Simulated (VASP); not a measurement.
# Sb2PbO (P6/mmm) in VASP: relaxation of cell and atoms with PBE

Aim: the relaxation of cell and atoms of Sb2PbO with PBE.

Program: VASP 6.6.1. These are calculated values, not measurements. Logs are shortened: lines on timing, memory, paths and dates and some standing lists are left out, and cuts for length are marked.

## Step 1: The cell of the first run

The structure is hexagonal, space group P6/mmm (No. 191). The conventional cell has a = 5.434 Å, b = 5.434 Å, c = 4.456 Å, α = 90.00°, β = 90.00°, γ = 120.00°. Within 4.1 Å of Sb (site symmetry -6m2) lie 3 O at 3.14 Å and 3 Sb at 3.14 Å and 6 Pb at 3.85 Å. Pb (site symmetry 6/mmm) has 2 O at 2.23 Å within 2.9 Å. O (site symmetry 6/mmm) has 2 Pb at 2.23 Å within 2.9 Å.

The cell was built from a structure type or drawn by symmetry, and may not be a known phase.

## Step 2: Relaxation of cell and atoms, PBE

INCAR

```
SYSTEM = Sb2PbO
PREC = Accurate
ENCUT = 600
EDIFF = 1E-6
ISMEAR = 0
SIGMA = 0.1
LREAL = .False.
LASPH = .True.
NELM = 80
ALGO = Normal
ISIF = 3
LWAVE = .False.
LCHARG = .False.
GGA = PE
IBRION = 2
NSW = 90
EDIFFG = -0.04
```

KPOINTS

```
regular mesh
0
Gamma
  6 6 4
  0 0 0
```

POSCAR

```
Sb2PbO
1.0
    5.4341670800      0.0000000000      0.0000000000
   -2.7170835400      4.7061267400      0.0000000000
    0.0000000000      0.0000000000      4.4564279800
Sb Pb O
2 1 1
Direct
    0.3333333300      0.6666666700      0.5000000000
    0.6666666700      0.3333333300      0.5000000000
    0.0000000000      0.0000000000      0.0000000000
    0.0000000000      0.0000000000      0.5000000000
```

Potentials or basis: VASP PAW PBE potentials, release 64 (Sb, Pb_d, O).

Run with:

```sh
$ cat potpaw_PBE.64/Sb/POTCAR potpaw_PBE.64/Pb_d/POTCAR potpaw_PBE.64/O/POTCAR > POTCAR
$ mpirun -np 1 vasp_std > vasp.out
```

OUTCAR:

```text
SYSTEM = Sb2PbO
   PREC = Accurate
   ENCUT = 600
   EDIFF = 1E-6
   ISMEAR = 0
   LREAL = .False.
   LASPH = .True.
   NELM = 80
   ISIF = 3
   GGA = PE
   IBRION = 2
   NSW = 90
   EDIFFG = -0.04

 ion  position               nearest neighbor table
   1  0.333  0.667  0.500-   2 3.14   2 3.14   2 3.14   3 3.85   3 3.85   3 3.85   3 3.85   3 3.85
                             3 3.85
   2  0.667  0.333  0.500-   1 3.14   1 3.14   1 3.14   3 3.85   3 3.85   3 3.85   3 3.85   3 3.85
                             3 3.85
   3  0.000  0.000  0.000-   4 2.23   4 2.23   1 3.85   1 3.85   2 3.85   2 3.85   2 3.85   2 3.85
                             1 3.85   1 3.85   2 3.85   2 3.85   1 3.85   1 3.85
   4  0.000  0.000  0.500-   3 2.23   3 2.23

  LATTYP: Found a hexagonal cell.
 ALAT       =     5.4341670800
 C/A-ratio  =     0.8200756279

  Lattice vectors:

 A1 = (   5.4341670800,   0.0000000000,   0.0000000000)
 A2 = (  -2.7170835400,   4.7061267400,   0.0000000000)
 A3 = (   0.0000000000,   0.0000000000,   4.4564279800)

Analysis of symmetry for initial positions (statically):
=====================================================================
 Subroutine PRICEL returns:
 Original cell was already a primitive cell.

 Routine SETGRP: Setting up the symmetry group for a
 hexagonal supercell.

 Subroutine GETGRP returns: Found 24 space group operations
 (whereof 24 operations were pure point group operations)
 out of a pool of 24 trial point group operations.

The static configuration has the point symmetry D_6h.

Analysis of symmetry for dynamics (positions and initial velocities):
=====================================================================
 Subroutine PRICEL returns:
 Original cell was already a primitive cell.

 Routine SETGRP: Setting up the symmetry group for a
 hexagonal supercell.

 Subroutine GETGRP returns: Found 24 space group operations
 (whereof 24 operations were pure point group operations)
 out of a pool of 24 trial point group operations.

The dynamic configuration has the point symmetry D_6h.

 Subroutine INISYM returns: Found 24 space group operations
 (whereof 24 operations are pure point group operations),
 and found     1 'primitive' translations

----------------------------------------------------------------------------------------

                                     Primitive cell

  volume of cell :     113.9681

  direct lattice vectors                    reciprocal lattice vectors
     5.434167080  0.000000000  0.000000000     0.184020842  0.106244482  0.000000000
    -2.717083540  4.706126740  0.000000000     0.000000000  0.212488965  0.000000000
     0.000000000  0.000000000  4.456427980     0.000000000  0.000000000  0.224394965

  length of vectors
     5.434167080  5.434167080  4.456427980     0.212488965  0.212488965  0.224394965

  position of ions in fractional coordinates (direct lattice)
     0.333333330  0.666666670  0.500000000
     0.666666670  0.333333330  0.500000000
     0.000000000  0.000000000  0.000000000
     0.000000000  0.000000000  0.500000000

  ion indices of the primitive-cell ions
   primitive index   ion index
                 1           1
                 2           2
                 3           3
                 4           4

----------------------------------------------------------------------------------------

 KPOINTS: regular mesh

Automatic generation of k-mesh.
 Grid dimensions read from file:
 generate k-points for:    6    6    4

 Generating k-lattice:

  Cartesian coordinates                     Fractional coordinates (reciprocal lattice)
     0.030670140  0.017707414  0.000000000     0.166666667  0.000000000  0.000000000
     0.000000000  0.035414827  0.000000000     0.000000000  0.166666667  0.000000000
     0.000000000  0.000000000  0.056098741     0.000000000  0.000000000  0.250000000

  Length of vectors
     0.035414827  0.035414827  0.056098741

  Shift w.r.t. Gamma in fractional coordinates (k-lattice)
     0.000000000  0.000000000  0.000000000

 Subroutine IBZKPT returns following result:
 ===========================================

 Found     21 irreducible k-points:

 Following reciprocal coordinates:
            Coordinates               Weight
  0.000000  0.000000  0.000000      1.000000
  0.166667  0.000000  0.000000      6.000000
  0.333333  0.000000  0.000000      6.000000
  0.500000  0.000000  0.000000      3.000000
  0.166667  0.166667  0.000000      6.000000
  0.333333  0.166667  0.000000     12.000000
[... 13 lines left out ...]
  0.333333  0.166667  0.500000     12.000000
  0.333333  0.333333  0.500000      2.000000
   k-points           NKPTS =     21   k-points in BZ     NKDIM =     21   number of bands    NBANDS=     19
   number of dos      NEDOS =    301   number of ions     NIONS =      4
   total plane-waves  NPLWV =  82944
   dimension x,y,z NGX =    48 NGY =   48 NGZ =   36
   dimension x,y,z NGXF=    96 NGYF=   96 NGZF=   72
   ions per type =               2   1   1
   NGX,Y,Z   is equivalent  to a cutoff of  14.68, 14.68, 13.43 a.u.
   NGXF,Y,Z  is equivalent  to a cutoff of  29.37, 29.37, 26.86 a.u.
 SYSTEM =  Sb2PbO
   PREC   = accura    normal or accurate (medium, high low for compatibility)
   ISTART =      0    job   : 0-new  1-cont  2-samecut
   ICHARG =      2    charge: 1-file 2-atom 10-const
   ISPIN  =      1    spin polarized calculation?
   LNONCOLLINEAR =      F non collinear calculations
   LSORBIT =      F    spin-orbit coupling
   LASPH  =      T    aspherical Exc in radial PAW
   ENCUT  =  600.0 eV  44.10 Ry    6.64 a.u.  10.85 10.85  8.90*2*pi/ulx,y,z
   NELM   =     80;   NELMIN=  2; NELMDL= -5     # of ELM steps
   EDIFF  = 0.1E-05   stopping-criterion for ELM
   LREAL  =      F    real-space projection
   EDIFFG = -.4E-01   stopping-criterion for IOM
   NSW    =     90    number of steps for IOM
   IBRION =      2    ionic relax: 0-MD 1-quasi-New 2-CG
   NFREE  =      1    steps in history (QN), initial steepest desc. (CG)
   ISIF   =      3    stress and relaxation
   ISYM   =      2    0-nonsym 1-usesym 2-fastsym
   POTIM  = 0.5000    time-step for ionic-motion
   TEBEG  =    0.0;   TEEND  =   0.0 temperature during run
   PSTRESS=    0.0 pullay stress
   NELECT =      30.0000    total number of electrons
   NUPDOWN=      -1.0000    fix difference up-down
   EMIN   =  10.00;   EMAX   =-10.00  energy-range for DOS
   EFERMI =   0.00;   METHOD = LEGACY
   ISMEAR =     0;   SIGMA  =   0.10  broadening in eV -4-tet -1-fermi 0-gaus
   EFERMI_NEDOS =   21; number of points for ismear=-14 and -15
   IALGO  =     38    algorithm
   IMIX   =      4    mixing-type and parameters
     AMIX     =   0.40;   BMIX     =  1.00
     AMIX_MAG =   1.60;   BMIX_MAG =  1.00
  volume/ion in A,a.u.               =      28.49       192.27
  Fermi-wavevector in a.u.,A,eV,Ry     =   1.049190  1.982681 14.977284  1.100799
  Thomas-Fermi vector in A             =   2.184142
   LORBIT       =      0    0 simple, 1 ext, 2 COOP (PROOUT), +10 PAW based schemes
   GGA     = PE    functional components
   LHFCALC =     F    Hartree Fock is set to
   AEXX    =    0.0000 exact exchange contribution
   IVDW    =     0    specifies the selected vdW correction
   LEPSILON=     F    determine dielectric tensor
   LRPA    =     F    only Hartree local field effects (RPA)
 conjugate gradient relaxation of ions
 non-spin polarized calculation
 Gauss-broadening in eV      SIGMA  =   0.10
  energy-cutoff  :      600.00
  volume of cell :      113.97
 maximum number of plane-waves:      3828
 NGX is ok and might be reduce to    48
   NGX = 21   NGY = 21   NGZ = 17

--------------------------------------- Ionic step        1  -------------------------------------------

 number of electron      29.9999994 magnetization

 Free energy of the ion-electron system (eV)
  ---------------------------------------------------
  ext. energy  EPLUGINS =         0.00000000
  ---------------------------------------------------
  free energy    TOTEN  =       -16.36660876 eV

  energy without entropy =      -16.34816491  energy(sigma->0) =      -16.35738684

------------------------ aborting loop because EDIFF is reached ----------------------------------------

  FORCE on cell =-STRESS in cart. coord.  units (eV):
  Direction    XX          YY          ZZ          XY          YZ          ZX
  --------------------------------------------------------------------------------------
  -------------------------------------------------------------------------------------
  Total       -3.3651663     -3.3651663      2.0744045      0.0000000      0.0000000      0.0000000
  in kB      -47.3078936    -47.3078936     29.1622164      0.0000000      0.0000000      0.0000000
  external PRESSURE =     -21.8178569 kB  Pullay stress =       0.0000000 kB

 VOLUME and BASIS-vectors are now :
 -----------------------------------------------------------------------------
  energy-cutoff  :      600.00
  volume of cell :      113.97
      direct lattice vectors                 reciprocal lattice vectors
     5.434167080  0.000000000  0.000000000     0.184020842  0.106244482  0.000000000
    -2.717083540  4.706126740  0.000000000     0.000000000  0.212488965  0.000000000
     0.000000000  0.000000000  4.456427980     0.000000000  0.000000000  0.224394965
[... 267 lines left out ...]
 POSITION                                       TOTAL-FORCE (eV/Angst)
 -----------------------------------------------------------------------------------
     -0.00000      2.90185      2.40579         0.000000      0.000000      0.000000
      2.51308      1.45093      2.40579        -0.000000     -0.000000     -0.000000
      0.00000      0.00000      0.00000         0.000000     -0.000000      0.000000
     -0.00000      0.00000      2.40579        -0.000000      0.000000      0.000000
 -----------------------------------------------------------------------------------
    total drift:                                0.000000     -0.000000      0.000000

  FREE ENERGIE OF THE ION-ELECTRON SYSTEM (eV)
  ---------------------------------------------------
  free  energy   TOTEN  =       -16.7006205723 eV

  energy  without entropy=      -16.6901700457  energy(sigma->0) =      -16.69539531

--------------------------------------- Ionic step        9  -------------------------------------------

 number of electron      30.0000000 magnetization

 Free energy of the ion-electron system (eV)
  ---------------------------------------------------
  ext. energy  EPLUGINS =         0.00000000
  ---------------------------------------------------
  free energy    TOTEN  =       -16.70224007 eV

  energy without entropy =      -16.69236327  energy(sigma->0) =      -16.69730167

 E-fermi :   5.9913     XC(G=0):  -9.4998

 val. band max:        5.9348210108   @ k =   0.3333   0.0000   0.5000
 cond. band min:       6.0141349340   @ k =   0.1667   0.1667   0.0000
 fundamental gap:      0.0793139232
 Fermi energy:         5.9912878738

 k-point     1 :       0.0000    0.0000    0.0000
  band No.  band energies     occupation
      1     -12.0408      2.00000
      2     -11.2684      2.00000
      3     -11.2684      2.00000
      4     -11.0604      2.00000
      5     -11.0604      2.00000
      6     -10.1390      2.00000
[... 11 lines left out ...]
     18       8.1946      0.00000
     19       9.9707      0.00000
[... 460 lines left out ...]
 POSITION                                       TOTAL-FORCE (eV/Angst)
 -----------------------------------------------------------------------------------
     -0.00000      2.91571      2.40191         0.000000      0.000000      0.000000
      2.52508      1.45786      2.40191        -0.000000     -0.000000     -0.000000
     -2.52508      4.37357     -0.00000        -0.000000     -0.000000     -0.000000
     -0.00000      0.00000      2.40191        -0.000000      0.000000     -0.000000
 -----------------------------------------------------------------------------------
    total drift:                               -0.000000      0.000000      0.000000

  FREE ENERGIE OF THE ION-ELECTRON SYSTEM (eV)
  ---------------------------------------------------
  free  energy   TOTEN  =       -16.7022400711 eV

  energy  without entropy=      -16.6923632738  energy(sigma->0) =      -16.69730167

 reached required accuracy - stopping structural energy minimisation
```

It took 5.7 min on 1 thread of Intel Xeon Platinum 8259CL at 2.50GHz (Skylake/Cascade Lake), shared host; peak memory 0.33 GiB.

What came out:

```
Free energy                           : -16.7022 eV
Relaxed volume                        : 26.53 Å³/atom
Relaxed cell                          : a = 5.050 Å, b = 5.050 Å, c = 4.804 Å, α = 90.00°, β = 90.00°, γ = 120.00°
Space group after relaxing (to 0.1 Å) : P6/mmm (No. 191)
Energy gained by relaxing             : 83.9 meV/atom
Ionic steps                           : 9
Pressure after relaxing               : 0.0 GPa
Band gap on the k mesh                : zero (bands 15 and 16 overlap by 0.53 eV)
```

The path:
```csv
step,energy change (eV),largest force (eV/Å),pressure (GPa),volume (Å³)
1,0.0000,0.0000,-2.18,113.97
2,-0.2291,0.0000,-0.26,107.53
3,-0.2438,0.0000,4.29,98.84
4,-0.2896,0.0000,1.82,103.06
5,-0.2906,0.0000,2.23,102.37
6,-0.3282,0.0000,-0.32,106.42
7,-0.3340,0.0000,0.34,105.33
8,-0.3340,0.0000,0.37,105.27
9,-0.3356,0.0000,-0.02,106.10
```

Final structure:
```cif
data_structure
_symmetry_space_group_name_H-M 'P 1'
_symmetry_Int_Tables_number 1
_cell_length_a 5.0502
_cell_length_b 5.0502
_cell_length_c 4.8038
_cell_angle_alpha 90.000
_cell_angle_beta 90.000
_cell_angle_gamma 120.000
_cell_volume 106.10
loop_
_atom_site_label
_atom_site_type_symbol
_atom_site_fract_x
_atom_site_fract_y
_atom_site_fract_z
_atom_site_occupancy
Sb1 Sb 0.33333 0.66667 0.50000 1
Sb2 Sb 0.66667 0.33333 0.50000 1
Pb1 Pb 0.00000 0.00000 0.00000 1
O1 O 0.00000 0.00000 0.50000 1
```

Caveat: spin-orbit coupling is left out, which moves the levels of the heavy elements.
